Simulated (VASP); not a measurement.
Crystal: CaSe.

```
CELL_PARAMETERS angstrom
0.00000 3.27956 3.27956
3.27956 0.00000 3.27956
3.27956 3.27956 0.00000
ATOMIC_POSITIONS crystal
Ca 0.00000 0.00000 0.00000
Se 0.25000 0.25000 0.25000
```

Base run:

* Program: VASP 6.6.1
* Functional: r2SCAN
* Potentials or basis: VASP PAW PBE potentials, release 64 (Ca_sv, Se)
* Cutoff: 520 eV
* k mesh: 4 × 4 × 4
* Occupations: gaussian, width 0.01 eV
* Spin: no spin polarisation

Its results: band gap on the k mesh 3.68 eV, indirect (least direct gap 3.78 eV); pressure 0.2 GPa.

**Question.** After a change of settings the same cell gave: band gap on the k mesh 4.09 eV, indirect (least direct gap 4.17 eV); pressure 0.3 GPa. Which change was it?
A. functional from r2SCAN to PBE-based global hybrid
B. functional from r2SCAN to PBE; further incar settings from ALGO = Normal; EDIFF = 1e-06; NBANDS = 15 to ALGO = Normal; EDIFF = 1e-07; NBANDS = 15; ISYM = 0
C. functional from r2SCAN to PBE0; further incar settings from ALGO = Normal; EDIFF = 1e-06; NBANDS = 15 to ALGO = Normal; EDIFF = 1e-07; NBANDS = 15
D. functional from r2SCAN to HSE06; occupations from gaussian, width 0.01 eV to methfessel-paxton, width 0.001 eV

**Answer.** D.

Caveats: the PAW data sets were made with another functional, which shifts forces and pressure a little.
